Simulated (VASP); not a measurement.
Set up this calculation in VASP 6.6.1, as the native input.

```yaml
Task: single point
Functional: PBE
Dispersion: D3(BJ)
Potentials_or_basis: VASP PAW PBE potentials, release 64 (Ir, Cl)
Cutoff: 520 eV
k_mesh: 3 × 3 × 1
Occupations: fermi-dirac, width 0.05 eV
Spin: no spin polarisation
Dipole_correction: no
Further_INCAR_settings: ALGO = Normal; EDIFF = 1e-07; NBANDS = 70
```

The structure of Ir12Cl lies in POSCAR:

```
Ir12Cl
1.0
    5.4305800000      0.0000000000      0.0000000000
    2.7152900000      4.7030200000      0.0000000000
    0.0000000000      0.0000000000     16.4340500000
Ir Cl
12 1
Direct
    0.1666622785      0.1666588703      0.0608492733
    0.6666641199      0.1666588703      0.0608492733
    0.1666734694      0.6666567440      0.0608492733
    0.6666753109      0.6666567440      0.0608492733
   -0.1607690824      0.3446296210      0.1798643670
    0.3098894864      0.3336366845      0.1916873808
   -0.2017367181      0.8562795821      0.1917056356
    0.3023813669      0.8564071597      0.1949732415
    0.0182679435      0.0259620414      0.3273082411
    0.5726201878     -0.0067616128      0.3342511432
    0.0215025347      0.5560469656      0.3202618953
    0.5244778890      0.5456068654      0.3152783398
    0.9698568055     -0.7524739423      0.4518545337
```

The input as run:

INCAR

```
SYSTEM = Ir12Cl
  ALGO = Normal
  EDIFF = 1E-7
  ENCUT = 520
  GGA = PE
  ISIF = 2
  ISMEAR = -1
  IVDW = 12
  LASPH = .TRUE.
  LCHARG = .TRUE.
  LELF = .TRUE.
  LREAL = .FALSE.
  LVHAR = .TRUE.
  LWAVE = .FALSE.
  NBANDS = 70
  NELM = 60
  PREC = Accurate
  SIGMA = 0.05
```

KPOINTS

```
k-points
0
G
  3 3 1
  0 0 0
```

Potentials or basis: VASP PAW PBE potentials, release 64 (Ir, Cl).

The run is started by

```sh
$ cat potpaw_PBE.64/Ir/POTCAR potpaw_PBE.64/Cl/POTCAR > POTCAR
$ mpirun -np 1 vasp_std > vasp.out
```

It gave:

| Quantity | Value |
| --- | --- |
| Largest force | 3.764 eV/Å |
| Band gap on the k mesh | zero (an odd number of electrons rules out a gap without spin polarisation) |
| Dispersion energy per atom | -0.478 eV |

Caveat: the k points lie up to 0.45 Å⁻¹ apart, too coarse for converged energies and pressures of a metal; the atoms stand as in a frame of molecular dynamics; there is no dipole correction, which matters where the two faces differ; spin-orbit coupling is left out, which moves the levels of the heavy elements.

Wall time 11 min on 1 thread of Intel Xeon 8259CL (shared host), peak memory 0.54 GiB.
